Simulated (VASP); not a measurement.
# Si8O in VASP: single point with PBE+D3(BJ)

Aim: the single point of Si8O with PBE+D3(BJ).

All numbers are computed with VASP 6.6.1; they aren't measurements. Logs are shortened: lines on timing, memory, paths and dates and some standing lists are left out, and cuts for length are marked.

## 1. The cell of the first run

The cell holds a slab with vacuum, 9 atoms: a = 3.816 Å, b = 6.313 Å, c = 21.332 Å, α = 90.00°, β = 90.00°, γ = 90.00°.

## 2. Single point, PBE+D3(BJ), collinear spin, ferromagnetic start

File INCAR:

```
SYSTEM = Si8O
PREC = Accurate
ENCUT = 520
EDIFF = 1E-6
ISMEAR = 0
SIGMA = 0.05
LREAL = .FALSE.
LASPH = .TRUE.
NELM = 150
ALGO = Normal
ISIF = 2
LWAVE = .FALSE.
LCHARG = .FALSE.
ISPIN = 2
MAGMOM = 0 0 0 0 0 0 0 0 2
LORBIT = 11
LDIPOL = .TRUE.
IDIPOL = 3
DIPOL = 0.5 0.5 0.313
GGA = PE
IVDW = 12
NBANDS = 33
```

File KPOINTS:

```
Automatic mesh
0
G
  7 4 1
  0 0 0
```

File POSCAR:

```
Si8O
1.0
    3.8155170209      0.0000000000      0.0000000000
    0.0000000000      6.3129357835      0.0000000000
    0.0000000000      0.0000000000     21.3318711348
Si O
8 1
Direct
    0.0000000000      0.9369021389      0.1875128522
    0.0000000000      0.5630978611      0.1875128522
    0.5000000000      0.4369021389      0.2391466205
    0.5000000000      0.0630978611      0.2391466205
    0.5000000000      0.9332664455      0.3430438269
    0.5000000000      0.5667335545      0.3430438269
    0.0000000000      0.4266292811      0.3858954089
    0.0000000000      0.0733707189      0.3858954089
    0.0000000000      0.4266292811      0.5030909416
```

Potentials or basis: VASP PAW PBE potentials, release 64 (Si, O).

Command:

```sh
$ cat potpaw_PBE.64/Si/POTCAR potpaw_PBE.64/O/POTCAR > POTCAR
$ mpirun -np 1 vasp_std > vasp.out
```

OUTCAR:

```text
SYSTEM = Si8O
   PREC = Accurate
   ENCUT = 520
   EDIFF = 1E-6
   ISMEAR = 0
   LREAL = .FALSE.
   LASPH = .TRUE.
   NELM = 150
   ISIF = 2
   ISPIN = 2
   LORBIT = 11
   GGA = PE
   IVDW = 12
 IVDW          = 12

 ion  position               nearest neighbor table
   1  0.000  0.937  0.188-   4 2.34   4 2.34   2 2.36
   2  0.000  0.563  0.188-   3 2.34   3 2.34   1 2.36
   3  0.500  0.437  0.239-   2 2.34   2 2.34   4 2.36   6 2.36
   4  0.500  0.063  0.239-   1 2.34   1 2.34   3 2.36   5 2.36
   5  0.500  0.933  0.343-   8 2.29   8 2.29   6 2.31   4 2.36
   6  0.500  0.567  0.343-   7 2.29   7 2.29   5 2.31   3 2.36
   7  0.000  0.427  0.386-   8 2.23   6 2.29   6 2.29   9 2.50
   8  0.000  0.073  0.386-   7 2.23   5 2.29   5 2.29
   9  0.000  0.427  0.503-   7 2.50

  LATTYP: Found a simple orthorhombic cell.
 ALAT       =     3.8155170209
 B/A-ratio  =     1.6545426869
 C/A-ratio  =     5.5908205934

  Lattice vectors:

 A1 = (   3.8155170209,   0.0000000000,   0.0000000000)
 A2 = (   0.0000000000,   6.3129357835,   0.0000000000)
 A3 = (   0.0000000000,   0.0000000000,  21.3318711348)

Analysis of symmetry for initial positions (statically):
=====================================================================
 Subroutine PRICEL returns:
 Original cell was already a primitive cell.

 Routine SETGRP: Setting up the symmetry group for a
 simple orthorhombic supercell.

 Subroutine GETGRP returns: Found  2 space group operations
 (whereof  2 operations were pure point group operations)
 out of a pool of  8 trial point group operations.

The static configuration has the point symmetry C_1h.

Analysis of symmetry for dynamics (positions and initial velocities):
=====================================================================
 Subroutine PRICEL returns:
 Original cell was already a primitive cell.

 Routine SETGRP: Setting up the symmetry group for a
 simple orthorhombic supercell.

 Subroutine GETGRP returns: Found  2 space group operations
 (whereof  2 operations were pure point group operations)
 out of a pool of  8 trial point group operations.

The dynamic configuration has the point symmetry C_1h.

Analysis of structural, dynamic, and magnetic symmetry:
=====================================================================
 Subroutine PRICEL returns:
 Original cell was already a primitive cell.

 Routine SETGRP: Setting up the symmetry group for a
 simple orthorhombic supercell.

 Subroutine GETGRP returns: Found  2 space group operations
 (whereof  2 operations were pure point group operations)
 out of a pool of  8 trial point group operations.

The overall configuration has the point symmetry C_1h.

 Subroutine INISYM returns: Found  2 space group operations
 (whereof  2 operations are pure point group operations),
 and found     1 'primitive' translations

----------------------------------------------------------------------------------------

                                     Primitive cell

  volume of cell :     513.8232

  direct lattice vectors                    reciprocal lattice vectors
     3.815517021  0.000000000  0.000000000     0.262087679  0.000000000  0.000000000
     0.000000000  6.312935784  0.000000000     0.000000000  0.158404906  0.000000000
     0.000000000  0.000000000 21.331871135     0.000000000  0.000000000  0.046878213

  length of vectors
     3.815517021  6.312935784 21.331871135     0.262087679  0.158404906  0.046878213

  position of ions in fractional coordinates (direct lattice)
     0.000000000  0.936902139  0.187512852
     0.000000000  0.563097861  0.187512852
     0.500000000  0.436902139  0.239146621
     0.500000000  0.063097861  0.239146621
     0.500000000  0.933266446  0.343043827
     0.500000000  0.566733554  0.343043827
     0.000000000  0.426629281  0.385895409
     0.000000000  0.073370719  0.385895409
     0.000000000  0.426629281  0.503090942

  ion indices of the primitive-cell ions
   primitive index   ion index
                 1           1
                 2           2
                 3           3
                 4           4
                 5           5
                 6           6
                 7           7
                 8           8
                 9           9

----------------------------------------------------------------------------------------

 KPOINTS: Automatic mesh

Automatic generation of k-mesh.
 Grid dimensions read from file:
 generate k-points for:    7    4    1

 Generating k-lattice:

  Cartesian coordinates                     Fractional coordinates (reciprocal lattice)
     0.037441097  0.000000000  0.000000000     0.142857143  0.000000000  0.000000000
     0.000000000  0.039601227  0.000000000     0.000000000  0.250000000  0.000000000
     0.000000000  0.000000000  0.046878213     0.000000000  0.000000000  1.000000000

  Length of vectors
     0.037441097  0.039601227  0.046878213

  Shift w.r.t. Gamma in fractional coordinates (k-lattice)
     0.000000000  0.000000000  0.000000000

 Subroutine IBZKPT returns following result:
 ===========================================

 Found     12 irreducible k-points:

 Following reciprocal coordinates:
            Coordinates               Weight
  0.000000  0.000000  0.000000      1.000000
  0.142857  0.000000  0.000000      2.000000
  0.285714  0.000000  0.000000      2.000000
  0.428571  0.000000  0.000000      2.000000
  0.000000  0.250000  0.000000      2.000000
  0.142857  0.250000  0.000000      4.000000
  0.285714  0.250000  0.000000      4.000000
  0.428571  0.250000  0.000000      4.000000
  0.000000  0.500000  0.000000      1.000000
  0.142857  0.500000  0.000000      2.000000
  0.285714  0.500000  0.000000      2.000000
  0.428571  0.500000  0.000000      2.000000
   k-points           NKPTS =     12   k-points in BZ     NKDIM =     12   number of bands    NBANDS=     33
   number of dos      NEDOS =    301   number of ions     NIONS =      9
   total plane-waves  NPLWV = 215040
   dimension x,y,z NGX =    28 NGY =   48 NGZ =  160
   dimension x,y,z NGXF=    56 NGYF=   96 NGZF=  320
   ions per type =               8   1
   NGX,Y,Z   is equivalent  to a cutoff of  12.20, 12.64, 12.47 a.u.
   NGXF,Y,Z  is equivalent  to a cutoff of  24.40, 25.28, 24.94 a.u.
 SYSTEM =  Si8O
   PREC   = accura    normal or accurate (medium, high low for compatibility)
   ISTART =      0    job   : 0-new  1-cont  2-samecut
   ICHARG =      2    charge: 1-file 2-atom 10-const
   ISPIN  =      2    spin polarized calculation?
   LNONCOLLINEAR =      F non collinear calculations
   LSORBIT =      F    spin-orbit coupling
   LASPH  =      T    aspherical Exc in radial PAW
   ENCUT  =  520.0 eV  38.22 Ry    6.18 a.u.   7.09 11.74 39.66*2*pi/ulx,y,z
   NELM   =    150;   NELMIN=  2; NELMDL= -5     # of ELM steps
   EDIFF  = 0.1E-05   stopping-criterion for ELM
   LREAL  =      F    real-space projection
   EDIFFG = 0.1E-04   stopping-criterion for IOM
   NSW    =      0    number of steps for IOM
   IBRION =     -1    ionic relax: 0-MD 1-quasi-New 2-CG
   NFREE  =      0    steps in history (QN), initial steepest desc. (CG)
   ISIF   =      2    stress and relaxation
   ISYM   =      2    0-nonsym 1-usesym 2-fastsym
   POTIM  = 0.5000    time-step for ionic-motion
   TEBEG  =    0.0;   TEEND  =   0.0 temperature during run
   PSTRESS=    0.0 pullay stress
   NELECT =      38.0000    total number of electrons
   NUPDOWN=      -1.0000    fix difference up-down
   EMIN   =  10.00;   EMAX   =-10.00  energy-range for DOS
   EFERMI =   0.00;   METHOD = LEGACY
   ISMEAR =     0;   SIGMA  =   0.05  broadening in eV -4-tet -1-fermi 0-gaus
   EFERMI_NEDOS =   21; number of points for ismear=-14 and -15
   IALGO  =     38    algorithm
   IMIX   =      4    mixing-type and parameters
     AMIX     =   0.40;   BMIX     =  1.00
     AMIX_MAG =   1.60;   BMIX_MAG =  1.00
  volume/ion in A,a.u.               =      57.09       385.27
  Fermi-wavevector in a.u.,A,eV,Ry     =   0.687171  1.298565  6.424724  0.472204
  Thomas-Fermi vector in A             =   1.767609
   LORBIT       =     11    0 simple, 1 ext, 2 COOP (PROOUT), +10 PAW based schemes
   GGA     = PE    functional components
   LHFCALC =     F    Hartree Fock is set to
   AEXX    =    0.0000 exact exchange contribution
   IVDW    =    12    specifies the selected vdW correction
   LEPSILON=     F    determine dielectric tensor
   LRPA    =     F    only Hartree local field effects (RPA)
 spin polarized calculation
 Gauss-broadening in eV      SIGMA  =   0.05
  energy-cutoff  :      520.00
  volume of cell :      513.82
 maximum number of plane-waves:     13860
   NGX = 15   NGY = 23   NGZ = 79

 dipolmoment           0.000000      0.000000     -0.071210 electrons x Angstroem

 number of electron      37.9999997 magnetization       1.1005527

 dipolmoment           0.000000      0.000000      0.330111 electrons x Angstroem

 Free energy of the ion-electron system (eV)
  ---------------------------------------------------
  ext. energy  EPLUGINS =         0.00000000
  ---------------------------------------------------
  free energy    TOTEN  =       -42.72855725 eV

  energy without entropy =      -42.72140065  energy(sigma->0) =      -42.72497895

 E-fermi :  -2.1942     XC(G=0):  -3.8982

 val. band max:       -2.2002132902   @ k =   0.2857   0.0000   0.0000
 cond. band min:      -2.1639659757   @ k =   0.2857   0.0000   0.0000
 fundamental gap:      0.0362473145
 Fermi energy:        -2.1941604520

 spin component 1

 k-point     1 :       0.0000    0.0000    0.0000
  band No.  band energies     occupation
      1     -19.1770      1.00000
      2     -13.8450      1.00000
      3     -12.5092      1.00000
      4     -11.4806      1.00000
      5     -10.0676      1.00000
      6      -9.4209      1.00000
[... 397 lines left out ...]
     30       2.8173      0.00000
     31       2.9923      0.00000
 Fermi energy:        -2.1941604520

 spin component 2

 k-point     1 :       0.0000    0.0000    0.0000
  band No.  band energies     occupation
      1     -17.0976      1.00000
      2     -13.8567      1.00000
      3     -12.5219      1.00000
      4     -11.4917      1.00000
      5     -10.0783      1.00000
      6      -9.4395      1.00000
[... 397 lines left out ...]
     30       2.8100      0.00000
     31       2.9860      0.00000
 [bands above 31 left out]

------------------------ aborting loop because EDIFF is reached ----------------------------------------

 vacuum level on the upper side and lower side of the slab       (xc-potential included)         1.211        -1.208

 Edisp (eV)   -2.15562

 E8    (eV) :    -0.9264

  FORCE on cell =-STRESS in cart. coord.  units (eV):
  Direction    XX          YY          ZZ          XY          YZ          ZX
  --------------------------------------------------------------------------------------
  -------------------------------------------------------------------------------------
  Total       1.46898     0.01189    -7.32419     0.00000    -0.40719     0.00000
  in kB       4.58050     0.03707   -22.83792     0.00000    -1.26968     0.00000
  external pressure =       -6.07 kB  Pullay stress =        0.00 kB

 VOLUME and BASIS-vectors are now :
 -----------------------------------------------------------------------------
  energy-cutoff  :      520.00
  volume of cell :      513.82
      direct lattice vectors                 reciprocal lattice vectors
     3.815517021  0.000000000  0.000000000     0.262087679  0.000000000  0.000000000
     0.000000000  6.312935784  0.000000000     0.000000000  0.158404906  0.000000000
     0.000000000  0.000000000 21.331871135     0.000000000  0.000000000  0.046878213

 POSITION                                       TOTAL-FORCE (eV/Angst)
 -----------------------------------------------------------------------------------
      0.00000      5.91460      4.00000         0.000000     -0.718069      0.553492
      0.00000      3.55480      4.00000         0.000000      0.707458      0.545639
      1.90776      2.75814      5.10144         0.000000      0.002184     -0.534613
      1.90776      0.39833      5.10144         0.000000      0.017524     -0.659376
      1.90776      5.89165      7.31777         0.000000     -0.002498      0.087866
      1.90776      3.57775      7.31777         0.000000      0.180363     -0.090716
      0.00000      2.69328      8.23187         0.000000      0.372437      2.439506
      0.00000      0.46318      8.23187         0.000000     -0.467976      0.210786
      0.00000      2.69328     10.73187         0.000000     -0.091423     -2.552584
 -----------------------------------------------------------------------------------
    total drift:                               -0.000000     -0.000092      0.000450

  FREE ENERGIE OF THE ION-ELECTRON SYSTEM (eV)
  ---------------------------------------------------
  free  energy   TOTEN  =       -44.8841727035 eV

  energy  without entropy=      -44.8770160956  energy(sigma->0) =      -44.88059440

 vacuum level on the upper side and lower side of the slab         5.116         2.601

 total charge

# of ion       s       p       d       tot
------------------------------------------
    1        0.792   0.849   0.000   1.641
    2        0.790   0.853   0.000   1.643
    3        0.758   0.912   0.000   1.670
    4        0.764   0.902   0.000   1.667
    5        0.759   0.945   0.000   1.704
    6        0.758   0.955   0.000   1.713
    7        0.771   0.867   0.000   1.638
    8        0.792   0.897   0.000   1.688
    9        1.615   3.006   0.000   4.621
--------------------------------------------------
tot          7.800  10.185   0.000  17.985

 magnetization (x)

# of ion       s       p       d       tot
------------------------------------------
    1       -0.003  -0.019   0.000  -0.022
    2        0.001   0.003   0.000   0.004
    3       -0.000  -0.004   0.000  -0.004
    4        0.000  -0.003   0.000  -0.003
    5       -0.000  -0.001   0.000  -0.002
    6       -0.002   0.000   0.000  -0.001
    7       -0.003  -0.031   0.000  -0.034
    8        0.005  -0.005   0.000  -0.000
    9        0.010   1.020   0.000   1.030
--------------------------------------------------
tot          0.007   0.960   0.000   0.967
```

Wall time 40 min (1 thread of Intel Xeon 8259CL, shared host); peak memory 0.83 GiB.

Results:

```yaml
Free_energy: -44.8842 eV
Largest_force: 2.554 eV/Å
Net_moment: 1.10 μB per cell
Site_moments: Si -0.02, +0.00, -0.00, -0.03 (each value once); O +1.03 μB
Valence_electrons_inside_the_program's_atomic_spheres: Si 1.64, 1.67, 1.70, 1.71, 1.69 (each value once); O 4.62
Dispersion_energy_per_atom: -0.240 eV
```

Forces in eV/Å, atoms in the order of the input:
```
Si   0.000 -0.718  0.553
Si   0.000  0.707  0.546
Si   0.000  0.002 -0.535
Si   0.000  0.018 -0.659
Si   0.000 -0.002  0.088
Si   0.000  0.180 -0.091
Si   0.000  0.372  2.440
Si   0.000 -0.468  0.211
O    0.000 -0.091 -2.553
```
